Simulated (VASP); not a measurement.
# AlNi3 (Pm-3m) in VASP: further runs, part 2 of 2

VASP 6.6.1.

## Step 5: Single point, r2SCAN, collinear spin, ferromagnetic start

This run uses another cell than the first one, of 10.28 Å³/atom.

POSCAR

```
AlNi3
1.0
    3.4511354705      0.0000000000      0.0000000000
    0.0000000000      3.4511354705      0.0000000000
    0.0000000000      0.0000000000      3.4511354705
Ni Al
3 1
Direct
    0.5000000000      0.5000000000      0.0000000000
    0.5000000000      0.0000000000      0.5000000000
    0.0000000000      0.5000000000      0.5000000000
    0.0000000000      0.0000000000      0.0000000000
```

INCAR.step1

```
  PREC = Accurate
  ENCUT = 520
  ISMEAR = -1
  SIGMA = 0.05
  LREAL = F
  LASPH = T
  NELM = 150
  ISPIN = 2
  MAGMOM = 1 1 1 0
  LMAXMIX = 4
  NBANDS = 28
  GGA = PE
  ALGO = Normal
  EDIFF = 1E-4
  LWAVE = T
  LCHARG = F
```

INCAR.step2

```
  PREC = Accurate
  ENCUT = 520
  EDIFF = 1E-7
  ISMEAR = -1
  SIGMA = 0.05
  LREAL = F
  LASPH = T
  NELM = 150
  ALGO = Normal
  ISIF = 2
  LWAVE = F
  LCHARG = T
  ISPIN = 2
  MAGMOM = 1 1 1 0
  LORBIT = 11
  LMAXMIX = 4
  METAGGA = R2SCAN
  LMIXTAU = T
  LELF = T
  LVHAR = T
  NBANDS = 28
  ISTART = 1
```

KPOINTS

```
regular mesh
0
Gamma
  8 8 8
```

Potentials or basis: VASP PAW PBE potentials, release 64 (Ni, Al).

On the command line:

```sh
$ cat potpaw_PBE.64/Ni/POTCAR potpaw_PBE.64/Al/POTCAR > POTCAR
$ cp INCAR.step1 INCAR
$ mpirun -np 1 vasp_std > vasp.out
$ cp INCAR.step2 INCAR
$ mpirun -np 1 vasp_std > vasp.out
```

OUTCAR:

```text
PREC = Accurate
   ENCUT = 520
   EDIFF = 1E-7
   ISMEAR = -1
   LREAL = F
   LASPH = T
   NELM = 150
   ISIF = 2
   ISPIN = 2
   LORBIT = 11
   METAGGA = R2SCAN
   ISTART = 1

 ion  position               nearest neighbor table
   1  0.500  0.500  0.000-   2 2.44   3 2.44   4 2.44   2 2.44   3 2.44   2 2.44   4 2.44   2 2.44
                             3 2.44   4 2.44   3 2.44   4 2.44
   2  0.500  0.000  0.500-   1 2.44   3 2.44   4 2.44   1 2.44   4 2.44   1 2.44   3 2.44   1 2.44
                             3 2.44   4 2.44   4 2.44   3 2.44
   3  0.000  0.500  0.500-   1 2.44   2 2.44   4 2.44   1 2.44   4 2.44   2 2.44   4 2.44   4 2.44
                             1 2.44   2 2.44   1 2.44   2 2.44
   4  0.000  0.000  0.000-   1 2.44   2 2.44   3 2.44   2 2.44   3 2.44   1 2.44   3 2.44   3 2.44
                             1 2.44   2 2.44   2 2.44   1 2.44

  LATTYP: Found a simple cubic cell.
 ALAT       =     3.4511354705

  Lattice vectors:

 A1 = (   3.4511354705,   0.0000000000,   0.0000000000)
 A2 = (   0.0000000000,   3.4511354705,   0.0000000000)
 A3 = (   0.0000000000,   0.0000000000,   3.4511354705)

Analysis of symmetry for initial positions (statically):
=====================================================================
 Subroutine PRICEL returns:
 Original cell was already a primitive cell.

 Routine SETGRP: Setting up the symmetry group for a
 simple cubic supercell.

 Subroutine GETGRP returns: Found 48 space group operations
 (whereof 48 operations were pure point group operations)
 out of a pool of 48 trial point group operations.

The static configuration has the point symmetry O_h .

Analysis of symmetry for dynamics (positions and initial velocities):
=====================================================================
 Subroutine PRICEL returns:
 Original cell was already a primitive cell.

 Routine SETGRP: Setting up the symmetry group for a
 simple cubic supercell.

 Subroutine GETGRP returns: Found 48 space group operations
 (whereof 48 operations were pure point group operations)
 out of a pool of 48 trial point group operations.

[... 169 lines left out ...]
 cond. band min:      10.7186222952   @ k =   0.5000   0.3750   0.2500
 fundamental gap:      0.0237496087
 Fermi energy:        10.6996467530

 spin component 1

 k-point     1 :       0.0000    0.0000    0.0000
  band No.  band energies     occupation
      1      -0.4209      1.00000
      2       5.5182      1.00000
      3       6.2574      1.00000
      4       6.2574      1.00000
      5       6.6361      1.00000
      6       6.6361      1.00000
[... 733 lines left out ...]
     27      27.0061      0.00000
     28      27.2633      0.00000

 [... further k-points ...]

 spin component 2

 k-point     1 :       0.0000    0.0000    0.0000
  band No.  band energies     occupation
      1      -0.5805      1.00000
      2       5.5711      1.00000
      3       6.4825      1.00000
      4       6.4825      1.00000
      5       7.1308      1.00000
      6       7.1308      1.00000
[... 733 lines left out ...]
     27      26.9781      0.00000
     28      27.3013      0.00000

 [... further k-points ...]

------------------------ aborting loop because EDIFF is reached ----------------------------------------

  FORCE on cell =-STRESS in cart. coord.  units (eV):
  Direction    XX          YY          ZZ          XY          YZ          ZX
  --------------------------------------------------------------------------------------
  -------------------------------------------------------------------------------------
  Total        3.8755008      3.8755008      3.8755008     -0.0000000     -0.0000000      0.0000000
  in kB      151.0610110    151.0610110    151.0610110     -0.0000000     -0.0000000      0.0000000
  external PRESSURE =     151.0610110 kB  Pullay stress =       0.0000000 kB

 VOLUME and BASIS-vectors are now :
 -----------------------------------------------------------------------------
  energy-cutoff  :      520.00
  volume of cell :       41.10
      direct lattice vectors                 reciprocal lattice vectors
     3.451135471  0.000000000  0.000000000     0.289759706  0.000000000  0.000000000
     0.000000000  3.451135471  0.000000000     0.000000000  0.289759706  0.000000000
     0.000000000  0.000000000  3.451135471     0.000000000  0.000000000  0.289759706

 POSITION                                       TOTAL-FORCE (eV/Angst)
 -----------------------------------------------------------------------------------
      1.72557      1.72557      0.00000         0.000000      0.000000      0.000000
      1.72557      0.00000      1.72557         0.000000      0.000000      0.000000
      0.00000      1.72557      1.72557         0.000000      0.000000      0.000000
      0.00000      0.00000      0.00000         0.000000      0.000000      0.000000
 -----------------------------------------------------------------------------------
    total drift:                                0.000000      0.000000      0.000000

  FREE ENERGIE OF THE ION-ELECTRON SYSTEM (eV)
  ---------------------------------------------------
  free  energy   TOTEN  =       -44.1863829300 eV

  energy  without entropy=      -44.1690075748  energy(sigma->0) =      -44.17769525

 total charge

# of ion       s       p       d       tot
------------------------------------------
    1        0.552   0.636   8.427   9.614
    2        0.552   0.636   8.427   9.614
    3        0.552   0.636   8.427   9.614
    4        0.423   0.445   0.000   0.868
--------------------------------------------------
tot          2.077   2.353  25.281  29.711

 magnetization (x)

# of ion       s       p       d       tot
------------------------------------------
    1       -0.007  -0.026   0.338   0.304
    2       -0.007  -0.026   0.338   0.304
    3       -0.007  -0.026   0.338   0.304
    4       -0.002  -0.015   0.000  -0.017
--------------------------------------------------
tot         -0.022  -0.094   1.013   0.896
```

OSZICAR.step1:

```text
N       E                     dE             d eps       ncg     rms          rms(c)
DAV:   1     0.196990868607E+03    0.19699E+03   -0.14123E+04  4040   0.157E+03
DAV:   2    -0.128389273036E+02   -0.20983E+03   -0.19384E+03  3936   0.298E+02
DAV:   3    -0.255116653660E+02   -0.12673E+02   -0.11896E+02  4316   0.905E+01
DAV:   4    -0.257413673166E+02   -0.22970E+00   -0.22933E+00  4568   0.118E+01
DAV:   5    -0.257493432910E+02   -0.79760E-02   -0.79751E-02  4736   0.193E+00    0.215E+01
DAV:   6    -0.258482158621E+02   -0.98873E-01   -0.29774E+01  4636   0.989E+01    0.190E+01
DAV:   7    -0.217280435982E+02    0.41202E+01   -0.10163E+01  4660   0.534E+01    0.327E+00
DAV:   8    -0.216597272942E+02    0.68316E-01   -0.17807E-01  4832   0.337E+00    0.152E+00
DAV:   9    -0.216359432810E+02    0.23784E-01   -0.12250E-02  5744   0.153E+00    0.653E-01
DAV:  10    -0.216348884030E+02    0.10549E-02   -0.14451E-03  4832   0.391E-01    0.226E-01
DAV:  11    -0.216354086309E+02   -0.52023E-03   -0.43677E-04  4244   0.333E-01    0.167E-01
DAV:  12    -0.216356132199E+02   -0.20459E-03   -0.22753E-04  3008   0.255E-01    0.485E-02
DAV:  13    -0.216356376002E+02   -0.24380E-04   -0.73805E-05  2396   0.789E-02
   1 F= -.21635638E+02 E0= -.21620550E+02  d E =-.301757E-01  mag=     0.5962
```

It took 3.5 min on 1 thread of Intel Xeon Platinum 8488C (Sapphire Rapids), shared host; peak memory 0.21 GiB.

Results:

```
Free energy                                           : -44.1864 eV
Pressure                                              : 15.1 GPa
Net moment                                            : 0.82 μB per cell
Site moments                                          : Ni +0.30; Al -0.02 μB
Valence electrons inside the program's atomic spheres : Ni 9.61; Al 0.87
```

Levels at points of the mesh, in eV from the Fermi level:
Spin up:
```csv
k point,band 13,band 14,band 15,band 16,band 17,band 18,band 19,band 20,band 21,band 22
"(0.00, 0.00, 0.00)",-0.49,-0.34,-0.34,-0.34,0.90,0.90,0.90,7.19,7.19,8.60
"(0.50, 0.00, 0.00)",-1.63,-1.55,-1.40,-0.80,-0.33,6.06,6.06,6.18,6.18,6.84
"(0.50, 0.50, 0.00)",-1.72,-1.54,-1.38,-1.31,-0.84,0.79,0.79,8.89,8.89,9.23
"(0.50, 0.50, 0.50)",-1.72,-1.43,-1.43,-0.51,-0.51,-0.51,-0.40,4.22,4.53,4.53
```
Spin down:
```tsv
k point	band 12	band 13	band 14	band 15	band 16	band 17	band 18	band 19	band 20	band 21
(0.00, 0.00, 0.00)	-0.67	-0.02	0.52	0.52	0.52	0.74	0.74	0.74	7.35	7.35
(0.50, 0.00, 0.00)	-1.42	-1.06	-1.06	-1.05	-0.55	0.52	6.08	6.08	6.25	6.25
(0.50, 0.50, 0.00)	-1.50	-1.46	-1.40	-1.03	-0.65	-0.58	1.32	1.32	8.92	8.92
(0.50, 0.50, 0.50)	-1.57	-1.57	-1.16	-1.16	-0.54	0.19	0.19	0.19	4.35	4.89
```

Caveat: the cell stands under pressure; the PAW data sets were made with another functional, which shifts forces and pressure a little.

## Step 6: Relaxation of cell and atoms, LDA, collinear spin, ferromagnetic start

This run uses another cell than the first one, of 10.93 Å³/atom.

INCAR

```
SYSTEM = AlNi3
PREC = Accurate ; ENCUT = 600
EDIFF = 1E-6 ; ISMEAR = -1
SIGMA = 0.05 ; LREAL = .FALSE.
LASPH = .TRUE. ; NELM = 150
ALGO = Fast ; ISIF = 3
LWAVE = .FALSE. ; LCHARG = .FALSE.
ISPIN = 2 ; MAGMOM = 1 1 1 0
LORBIT = 11 ; LMAXMIX = 4
GGA = CA ; IBRION = 2
NSW = 60 ; EDIFFG = -0.01
```

KPOINTS

```
regular mesh
0
G
  8 8 8
  0 0 0
```

POSCAR

```
AlNi3
1.0
    3.5230547267      0.0000000000      0.0000000000
    0.0000000000      3.5230547267      0.0000000000
    0.0000000000      0.0000000000      3.5230547267
Ni Al
3 1
Direct
    0.5000000000      0.5000000000      0.0000000000
    0.5000000000      0.0000000000      0.5000000000
    0.0000000000      0.5000000000      0.5000000000
    0.0000000000      0.0000000000      0.0000000000
```

Potentials or basis: VASP PAW LDA potentials, release 64 (Ni, Al).

On the command line:

```sh
$ cat potpaw_LDA.64/Ni/POTCAR potpaw_LDA.64/Al/POTCAR > POTCAR
$ mpirun -np 1 vasp_std > vasp.out
```

It took 87 s on 1 thread of Intel Xeon 6975P-C (Granite Rapids), shared host; peak memory 0.19 GiB.

It converged, with:

- Free energy: -25.8442 eV
- Relaxed volume: 10.55 Å³/atom
- Relaxed cell: a = 3.481 Å, b = 3.481 Å, c = 3.481 Å, α = 90.00°, β = 90.00°, γ = 90.00°
- Space group after relaxing (to 0.1 Å): Pm-3m (No. 221)
- Energy gained by relaxing: 9.0 meV/atom
- Ionic steps: 3
- Pressure after relaxing: -0.1 GPa
- Net moment: 0.00 μB per cell
- Valence electrons inside the program's atomic spheres: Ni 9.54; Al 0.84

Step by step:
| step | energy change (eV) | largest force (eV/Å) | pressure (GPa) | volume (Å³) |
| --- | --- | --- | --- | --- |
| 1 | 0.0000 | 0.0000 | -7.22 | 43.73 |
| 2 | 0.0033 | 0.0000 | 8.69 | 40.69 |
| 3 | -0.0358 | 0.0000 | -0.05 | 42.20 |

Final structure:
```
Ni Al
1.0
     3.48142    0.00000    0.00000
     0.00000    3.48142    0.00000
     0.00000    0.00000    3.48142
Ni Al
3 1
Direct
  0.50000 0.50000 0.00000
  0.50000 0.00000 0.50000
  0.00000 0.50000 0.50000
  0.00000 0.00000 0.00000
```

Levels at points of the mesh, in eV from the Fermi level:
Spin up:
| k point | band 15 | band 16 | band 17 | band 18 | band 19 | band 20 |
| --- | --- | --- | --- | --- | --- | --- |
| (0.00, 0.00, 0.00) | 0.19 | 0.19 | 0.93 | 0.93 | 0.93 | 7.06 |
| (0.50, 0.00, 0.00) | -0.96 | -0.37 | 0.19 | 5.87 | 5.87 | 5.93 |
| (0.50, 0.50, 0.00) | -0.89 | -0.83 | -0.49 | 1.13 | 1.13 | 8.56 |
| (0.50, 0.50, 0.50) | -1.01 | -0.21 | -0.03 | -0.03 | -0.03 | 3.92 |
Spin down:
```csv
k point,band 13,band 14,band 15,band 16,band 17,band 18,band 19,band 20,band 21,band 22
"(0.00, 0.00, 0.00)",-0.07,0.19,0.19,0.19,0.93,0.93,0.93,7.06,7.06,8.00
"(0.50, 0.00, 0.00)",-1.13,-1.13,-0.96,-0.37,0.19,5.87,5.87,5.93,5.93,6.80
"(0.50, 0.50, 0.00)",-1.27,-1.17,-0.89,-0.83,-0.49,1.13,1.13,8.56,8.56,8.99
"(0.50, 0.50, 0.50)",-1.27,-1.01,-1.01,-0.21,-0.03,-0.03,-0.03,3.92,4.48,4.48
```

## Step 7: Overview

| task | level | potentials or basis | cell | cutoff (eV) | gap on the mesh (eV) | pressure (GPa) | moment (μB) |
| --- | --- | --- | --- | --- | --- | --- | --- |
| single point | PBEsol | VASP PAW PBE potentials, release 64 (Ni, Al) | a = 3.569 Å, 4 atoms | 520 | none | -7.6 | 0.66 |
| single point | LDA | VASP PAW LDA potentials, release 64 (Ni, Al) | a = 3.592 Å, 4 atoms | 520 | none | -16.5 | 0.48 |
| single point | PBEsol | VASP PAW PBE potentials, release 64 (Ni, Al) | a = 3.592 Å, 4 atoms | 520 | none | -10.6 | 0.68 |
| single point | r2SCAN | VASP PAW PBE potentials, release 64 (Ni, Al) | a = 3.451 Å, 4 atoms | 520 | none | 15.1 | 0.82 |
| relaxation of cell and atoms | LDA | VASP PAW LDA potentials, release 64 (Ni, Al) | relaxed from a = 3.523 Å, 4 atoms | 600 | none | -0.1 | 0.00 |

Alike in all rows: spin collinear, ferromagnetic start; k mesh 8 × 8 × 8; smearing fermi-dirac 0.05 eV.

Caveats: the cell stands under tension (at least some runs); the PAW data sets were made with another functional, which shifts forces and pressure a little (at least some runs); the cell stands under pressure (at least some runs).

Total energies depend on the potentials used, so only differences within one code and one set of settings carry meaning.
